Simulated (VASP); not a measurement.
# Al (Fm-3m) in VASP: further runs

Al is run at these levels: r2SCAN; tasks: single point, relaxation of cell and atoms.

All numbers are computed with VASP 6.6.1; they aren't measurements. Logs are shortened: lines on timing, memory, paths and dates and some standing lists are left out, and cuts for length are marked.

## 1. The cell of the first run

Symmetry: Fm-3m, No. 225, cubic system. The conventional cell has a = 3.996 Å, b = 3.996 Å, c = 3.996 Å, α = 90.00°, β = 90.00°, γ = 90.00°. Within 3.7 Å of Al (site symmetry m-3m) lie 12 Al at 2.83 Å.

## 2. Single point, r2SCAN

Input file POSCAR:

```
Al
1.0
    0.0000000000      1.9982206740      1.9982206740
    1.9982206740      0.0000000000      1.9982206740
    1.9982206740      1.9982206740      0.0000000000
Al
1
Direct
    0.0000000000      0.0000000000      0.0000000000
```

Input file INCAR.step1:

```
SYSTEM = Al
PREC = Accurate
ENCUT = 550
ISMEAR = -1
SIGMA = 0.05
LREAL = .False.
LASPH = .True.
NELM = 120
NBANDS = 8
GGA = PE
ALGO = Normal
EDIFF = 1E-5
LWAVE = .True.
LCHARG = .False.
GGA_COMPAT = .False.
```

Input file INCAR.step2:

```
SYSTEM = Al
PREC = Accurate
ENCUT = 550
EDIFF = 1E-6
ISMEAR = -1
SIGMA = 0.05
LREAL = .False.
LASPH = .True.
NELM = 120
ALGO = Normal
ISIF = 2
LWAVE = .False.
LCHARG = .False.
METAGGA = R2SCAN
LMIXTAU = .True.
NBANDS = 8
ISTART = 1
GGA_COMPAT = .False.
```

Input file KPOINTS:

```
Automatic mesh
0
Gamma
  9 9 9
  0 0 0
```

Potentials or basis: VASP PAW PBE potentials, release 64 (Al).

The run is started by

```sh
cat potpaw_PBE.64/Al/POTCAR > POTCAR
cp INCAR.step1 INCAR
mpirun -np 1 vasp_std > vasp.out
cp INCAR.step2 INCAR
mpirun -np 1 vasp_std > vasp.out
```

OUTCAR:

```text
SYSTEM = Al
   PREC = Accurate
   ENCUT = 550
   EDIFF = 1E-6
   ISMEAR = -1
   LREAL = .False.
   LASPH = .True.
   NELM = 120
   ISIF = 2
   METAGGA = R2SCAN
   ISTART = 1

 ion  position               nearest neighbor table
   1  0.000  0.000  0.000-

  LATTYP: Found a face centered cubic cell.
 ALAT       =     3.9964413480

  Lattice vectors:

 A1 = (   0.0000000000,   1.9982206740,   1.9982206740)
 A2 = (   1.9982206740,   0.0000000000,   1.9982206740)
 A3 = (   1.9982206740,   1.9982206740,   0.0000000000)

Analysis of symmetry for initial positions (statically):
=====================================================================
 Subroutine PRICEL returns:
 Original cell was already a primitive cell.

 Routine SETGRP: Setting up the symmetry group for a
 face centered cubic supercell.

 Subroutine GETGRP returns: Found 48 space group operations
 (whereof 48 operations were pure point group operations)
 out of a pool of 48 trial point group operations.

The static configuration has the point symmetry O_h .

Analysis of symmetry for dynamics (positions and initial velocities):
=====================================================================
 Subroutine PRICEL returns:
 Original cell was already a primitive cell.

 Routine SETGRP: Setting up the symmetry group for a
 face centered cubic supercell.

 Subroutine GETGRP returns: Found 48 space group operations
 (whereof 48 operations were pure point group operations)
 out of a pool of 48 trial point group operations.

The dynamic configuration has the point symmetry O_h .

 Subroutine INISYM returns: Found 48 space group operations
 (whereof 48 operations are pure point group operations),
 and found     1 'primitive' translations

----------------------------------------------------------------------------------------

                                     Primitive cell

  volume of cell :      15.9573

  direct lattice vectors                    reciprocal lattice vectors
     0.000000000  1.998220674  1.998220674    -0.250222614  0.250222614  0.250222614
     1.998220674  0.000000000  1.998220674     0.250222614 -0.250222614  0.250222614
     1.998220674  1.998220674  0.000000000     0.250222614  0.250222614 -0.250222614

  length of vectors
     2.825910778  2.825910778  2.825910778     0.433398280  0.433398280  0.433398280

  position of ions in fractional coordinates (direct lattice)
     0.000000000  0.000000000  0.000000000

  ion indices of the primitive-cell ions
   primitive index   ion index
                 1           1

----------------------------------------------------------------------------------------

 KPOINTS: Automatic mesh

Automatic generation of k-mesh.
 Grid dimensions read from file:
 generate k-points for:    9    9    9

 Generating k-lattice:

  Cartesian coordinates                     Fractional coordinates (reciprocal lattice)
    -0.027802513  0.027802513  0.027802513     0.111111111  0.000000000  0.000000000
     0.027802513 -0.027802513  0.027802513     0.000000000  0.111111111  0.000000000
     0.027802513  0.027802513 -0.027802513     0.000000000  0.000000000  0.111111111

  Length of vectors
     0.048155364  0.048155364  0.048155364

  Shift w.r.t. Gamma in fractional coordinates (k-lattice)
     0.000000000  0.000000000  0.000000000

 Subroutine IBZKPT returns following result:
 ===========================================

 Found     35 irreducible k-points:

 Following reciprocal coordinates:
            Coordinates               Weight
  0.000000  0.000000  0.000000      1.000000
  0.111111  0.000000  0.000000      8.000000
  0.222222  0.000000  0.000000      8.000000
  0.333333  0.000000  0.000000      8.000000
  0.444444  0.000000  0.000000      8.000000
  0.111111  0.111111  0.000000      6.000000
[... 16 lines left out ...]
 -0.333333  0.333333  0.000000     12.000000
  0.444444  0.444444  0.000000      6.000000
 [... further k-points ...]
   k-points           NKPTS =     35   k-points in BZ     NKDIM =     35   number of bands    NBANDS=      8
   number of dos      NEDOS =    301   number of ions     NIONS =      1
   total plane-waves  NPLWV =  13824
   dimension x,y,z NGX =    24 NGY =   24 NGZ =   24
   dimension x,y,z NGXF=    48 NGYF=   48 NGZF=   48
   ions per type =               1
   NGX,Y,Z   is equivalent  to a cutoff of  14.12, 14.12, 14.12 a.u.
   NGXF,Y,Z  is equivalent  to a cutoff of  28.24, 28.24, 28.24 a.u.
 SYSTEM =  Al
   PREC   = accura    normal or accurate (medium, high low for compatibility)
   ISTART =      1    job   : 0-new  1-cont  2-samecut
   ICHARG =      0    charge: 1-file 2-atom 10-const
   ISPIN  =      1    spin polarized calculation?
   LNONCOLLINEAR =      F non collinear calculations
   LSORBIT =      F    spin-orbit coupling
   LASPH  =      T    aspherical Exc in radial PAW
   ENCUT  =  550.0 eV  40.42 Ry    6.36 a.u.   5.40  5.40  5.40*2*pi/ulx,y,z
   NELM   =    120;   NELMIN=  2; NELMDL=  0     # of ELM steps
   EDIFF  = 0.1E-05   stopping-criterion for ELM
   LREAL  =      F    real-space projection
   EDIFFG = 0.1E-04   stopping-criterion for IOM
   NSW    =      0    number of steps for IOM
   IBRION =     -1    ionic relax: 0-MD 1-quasi-New 2-CG
   NFREE  =      0    steps in history (QN), initial steepest desc. (CG)
   ISIF   =      2    stress and relaxation
   ISYM   =      2    0-nonsym 1-usesym 2-fastsym
   POTIM  = 0.5000    time-step for ionic-motion
   TEBEG  =    0.0;   TEEND  =   0.0 temperature during run
   PSTRESS=    0.0 pullay stress
   NELECT =       3.0000    total number of electrons
   NUPDOWN=      -1.0000    fix difference up-down
   EMIN   =  10.00;   EMAX   =-10.00  energy-range for DOS
   EFERMI =   0.00;   METHOD = LEGACY
   ISMEAR =    -1;   SIGMA  =   0.05  broadening in eV -4-tet -1-fermi 0-gaus
   EFERMI_NEDOS =   21; number of points for ismear=-14 and -15
   IALGO  =     38    algorithm
   IMIX   =      4    mixing-type and parameters
     AMIX     =   0.40;   BMIX     =  1.00
     AMIX_MAG =   1.60;   BMIX_MAG =  1.00
  volume/ion in A,a.u.               =      15.96       107.69
  Fermi-wavevector in a.u.,A,eV,Ry     =   0.937839  1.772259 11.966905  0.879543
  Thomas-Fermi vector in A             =   2.064991
   LORBIT       =      0    0 simple, 1 ext, 2 COOP (PROOUT), +10 PAW based schemes
   METAGGA = R2SCAN    functional components
   LHFCALC =     F    Hartree Fock is set to
   AEXX    =    0.0000 exact exchange contribution
   IVDW    =     0    specifies the selected vdW correction
   LEPSILON=     F    determine dielectric tensor
   LRPA    =     F    only Hartree local field effects (RPA)
 non-spin polarized calculation
  energy-cutoff  :      550.00
  volume of cell :       15.96
 maximum number of plane-waves:       489
 NGX is ok and might be reduce to    24
   NGX = 11   NGY = 11   NGZ = 11

 number of electron       3.0000000 magnetization

 Free energy of the ion-electron system (eV)
  ---------------------------------------------------
  ext. energy  EPLUGINS =         0.00000000
  ---------------------------------------------------
  free energy    TOTEN  =        -6.70601117 eV

  energy without entropy =       -6.69886168  energy(sigma->0) =       -6.70243643

 E-fermi :   8.3610     XC(G=0): -11.0298

 val. band max:        8.3532870202   @ k =  -0.3333   0.4444   0.1111
 cond. band min:       8.6597349350   @ k =  -0.4444   0.4444   0.1111
 fundamental gap:      0.3064479148
 Fermi energy:         8.3609833271

 k-point     1 :       0.0000    0.0000    0.0000
  band No.  band energies     occupation
      1      -3.7068      2.00000
      2      21.8814      0.00000
      3      21.8814      0.00000
      4      21.8814      0.00000
      5      24.0567      0.00000
      6      24.0567      0.00000
      7      24.0567      0.00000
      8      25.9769      0.00000

 k-point     2 :       0.1111    0.0000    0.0000
  band No.  band energies     occupation
      1      -3.3426      2.00000
      2      17.9712      0.00000
      3      21.1419      0.00000
      4      21.1419      0.00000
      5      24.4948      0.00000
      6      25.3576      0.00000
      7      25.3576      0.00000
      8      27.6980      0.00000

 k-point     3 :       0.2222    0.0000    0.0000
  band No.  band energies     occupation
      1      -2.2556      2.00000
      2      13.2245      0.00000
      3      20.3613      0.00000
      4      20.3613      0.00000
      5      24.0774      0.00000
      6      25.0013      0.00000
      7      25.0013      0.00000
      8      28.1333      0.00000

 k-point     4 :       0.3333    0.0000    0.0000
  band No.  band energies     occupation
      1      -0.4628      2.00000
      2       8.9158      0.00003
      3      20.0977      0.00000
      4      20.0977      0.00000
      5      22.9304      0.00000
      6      22.9304      0.00000
      7      23.9484      0.00000
      8      27.2548      0.00000

 k-point     5 :       0.4444    0.0000    0.0000
  band No.  band energies     occupation
      1       2.0006      2.00000
      2       5.1829      2.00000
      3      20.3931      0.00000
      4      20.3931      0.00000
      5      21.4310      0.00000
      6      21.4310      0.00000
      7      24.3386      0.00000
      8      25.6554      0.00000
[... 177 lines left out ...]
 k-point    22 :      -0.4444    0.3333    0.0000
  band No.  band energies     occupation
      1       4.7037      2.00000
      2       7.7707      1.99999
      3       9.3133      0.00000
      4      15.4650      0.00000
      5      17.1898      0.00000
      6      24.5522      0.00000
      7      31.1815      0.00000
      8      33.6745      0.00000

 k-point    23 :      -0.3333    0.3333    0.0000
  band No.  band energies     occupation
      1       4.7531      2.00000
      2       7.1294      2.00000
      3       8.9443      0.00002
      4      16.3980      0.00000
      5      18.3156      0.00000
      6      28.7543      0.00000
      7      30.1807      0.00000
      8      30.4883      0.00000

 k-point    24 :       0.4444    0.4444    0.0000
  band No.  band energies     occupation
      1       3.7999      2.00000
      2       8.2412      1.83295
      3      13.9610      0.00000
      4      14.6385      0.00000
      5      14.6385      0.00000
      6      18.7366      0.00000
      7      35.3897      0.00000
      8      37.0467      0.00000

 [... further k-points ...]

------------------------ aborting loop because EDIFF is reached ----------------------------------------

  FORCE on cell =-STRESS in cart. coord.  units (eV):
  Direction    XX          YY          ZZ          XY          YZ          ZX
  --------------------------------------------------------------------------------------
  -------------------------------------------------------------------------------------
  Total       -0.0359678     -0.0359678     -0.0359678      0.0000000     -0.0000000     -0.0000000
  in kB       -3.6113046     -3.6113046     -3.6113046      0.0000000     -0.0000000     -0.0000000
  external PRESSURE =      -3.6113046 kB  Pullay stress =       0.0000000 kB

 VOLUME and BASIS-vectors are now :
 -----------------------------------------------------------------------------
  energy-cutoff  :      550.00
  volume of cell :       15.96
      direct lattice vectors                 reciprocal lattice vectors
     0.000000000  1.998220674  1.998220674    -0.250222614  0.250222614  0.250222614
     1.998220674  0.000000000  1.998220674     0.250222614 -0.250222614  0.250222614
     1.998220674  1.998220674  0.000000000     0.250222614  0.250222614 -0.250222614

 POSITION                                       TOTAL-FORCE (eV/Angst)
 -----------------------------------------------------------------------------------
      0.00000      0.00000      0.00000         0.000000      0.000000      0.000000
 -----------------------------------------------------------------------------------
    total drift:                                0.000000     -0.000000     -0.000000

  FREE ENERGIE OF THE ION-ELECTRON SYSTEM (eV)
  ---------------------------------------------------
  free  energy   TOTEN  =        -6.7060111749 eV

  energy  without entropy=       -6.6988616765  energy(sigma->0) =       -6.70243643
```

Wall time 29 s (1 thread of Intel Xeon 8259CL, shared host); peak memory 0.14 GiB.

What came out:

| Quantity | Value |
| --- | --- |
| Free energy | -6.7060 eV |
| Pressure | -0.4 GPa |
| Band gap on the k mesh | zero (an odd number of electrons rules out a gap without spin polarisation) |

Caveat: the PAW data sets were made with another functional, which shifts forces and pressure a little.

## 3. Relaxation of cell and atoms, r2SCAN

POSCAR is that of step 2.

Input file INCAR.step1:

```
SYSTEM = Al
PREC     = Accurate       ! precision mode
ENCUT    = 550            ! plane-wave cutoff, eV
ISMEAR   = -1             ! smearing method
SIGMA    = 0.05           ! smearing width, eV
LREAL    = .FALSE.        ! projectors in reciprocal space
LASPH    = .TRUE.         ! aspherical terms in the spheres
NELM     = 120            ! most SCF steps
GGA      = PE             ! functional
ALGO     = Normal         ! electronic algorithm
EDIFF    = 1E-5           ! SCF threshold, eV
LWAVE    = .TRUE.         ! write WAVECAR
LCHARG   = .FALSE.        ! write CHGCAR
GGA_COMPAT= .FALSE.      
IBRION   = 2              ! ionic algorithm
ISIF     = 3              ! what is computed and relaxed
EDIFFG   = -0.005         ! ionic threshold
NELMIN   = 4            
NSW      = 100            ! ionic steps
```

Input file INCAR.step2:

```
SYSTEM = Al
PREC     = Accurate       ! precision mode
ENCUT    = 550            ! plane-wave cutoff, eV
EDIFF    = 1E-7           ! SCF threshold, eV
ISMEAR   = -1             ! smearing method
SIGMA    = 0.05           ! smearing width, eV
LREAL    = .FALSE.        ! projectors in reciprocal space
LASPH    = .TRUE.         ! aspherical terms in the spheres
NELM     = 120            ! most SCF steps
ALGO     = Normal         ! electronic algorithm
ISIF     = 3              ! what is computed and relaxed
LWAVE    = .FALSE.        ! write WAVECAR
LCHARG   = .FALSE.        ! write CHGCAR
METAGGA  = R2SCAN         ! meta-GGA
LMIXTAU  = .TRUE.       
IBRION   = 2              ! ionic algorithm
NSW      = 80             ! ionic steps
EDIFFG   = -0.01          ! ionic threshold
ISTART   = 1            
GGA_COMPAT= .FALSE.      
NELMIN   = 4
```

Input file KPOINTS:

```
Automatic mesh
0
G
  9 9 9
  0 0 0
```

Potentials or basis: VASP PAW PBE potentials, release 64 (Al).

The run is started by

```sh
cat potpaw_PBE.64/Al/POTCAR > POTCAR
cp INCAR.step1 INCAR
mpirun -np 1 vasp_std > vasp.out
cp INCAR.step2 INCAR
mpirun -np 1 vasp_std > vasp.out
```

OUTCAR:

```text
SYSTEM = Al
   PREC = Accurate
   ENCUT = 550
   EDIFF = 1E-7
   ISMEAR = -1
   LREAL = .FALSE.
   LASPH = .TRUE.
   NELM = 120
   ISIF = 3
   METAGGA = R2SCAN
   IBRION = 2
   NSW = 80
   EDIFFG = -0.01
   ISTART = 1
   NELMIN = 4

 ion  position               nearest neighbor table
   1  0.000  0.000  0.000-

  LATTYP: Found a face centered cubic cell.
 ALAT       =     3.9964413480

  Lattice vectors:

[... 419 lines left out ...]
      5      14.7226      0.00000

 [... further k-points ...]

------------------------ aborting loop because EDIFF is reached ----------------------------------------

  FORCE on cell =-STRESS in cart. coord.  units (eV):
  Direction    XX          YY          ZZ          XY          YZ          ZX
  --------------------------------------------------------------------------------------
  -------------------------------------------------------------------------------------
  Total        0.0092337      0.0092337      0.0092337      0.0000000      0.0000000     -0.0000000
  in kB        0.9320336      0.9320336      0.9320336      0.0000000      0.0000000     -0.0000000
  external PRESSURE =       0.9320336 kB  Pullay stress =       0.0000000 kB

 VOLUME and BASIS-vectors are now :
 -----------------------------------------------------------------------------
  energy-cutoff  :      550.00
  volume of cell :       15.87
      direct lattice vectors                 reciprocal lattice vectors
    -0.000000000  1.994688489  1.994688489    -0.250665707  0.250665707  0.250665707
     1.994688489  0.000000000  1.994688489     0.250665707 -0.250665707  0.250665707
     1.994688489  1.994688489 -0.000000000     0.250665707  0.250665707 -0.250665707

 POSITION                                       TOTAL-FORCE (eV/Angst)
 -----------------------------------------------------------------------------------
      3.98938      1.99469      1.99469        -0.000000      0.000000     -0.000000
 -----------------------------------------------------------------------------------
    total drift:                               -0.000000     -0.000000     -0.000000

  FREE ENERGIE OF THE ION-ELECTRON SYSTEM (eV)
  ---------------------------------------------------
  free  energy   TOTEN  =        -6.7061016716 eV

  energy  without entropy=       -6.6989729595  energy(sigma->0) =       -6.70253732

 reached required accuracy - stopping structural energy minimisation
```

Run time: 37 s. Hardware: 1 thread of Intel Xeon 8259CL, shared host; peak memory 0.13 GiB.

Results:

```
Free energy                           : -6.7061 eV
Relaxed volume                        : 15.87 Å³/atom
Relaxed cell                          : a = 2.821 Å, b = 2.821 Å, c = 2.821 Å, α = 60.00°, β = 60.00°, γ = 60.00°
Space group after relaxing (to 0.1 Å) : Fm-3m (No. 225)
Energy gained by relaxing             : 0.1 meV/atom
Ionic steps                           : 2
Pressure after relaxing               : 0.1 GPa
Band gap on the k mesh                : zero (an odd number of electrons rules out a gap without spin polarisation)
```

Final structure:
```
CELL_PARAMETERS angstrom
0.00000 1.99469 1.99469
1.99469 0.00000 1.99469
1.99469 1.99469 0.00000
ATOMIC_POSITIONS crystal
Al 0.00000 0.00000 0.00000
```

Levels at points of the mesh, in eV from the Fermi level:
| k point | band 1 | band 2 | band 3 | band 4 |
| --- | --- | --- | --- | --- |
| (0.00, 0.00, 0.00) | -12.11 | 13.55 | 13.55 | 13.55 |

Caveat: the PAW data sets were made with another functional, which shifts forces and pressure a little.
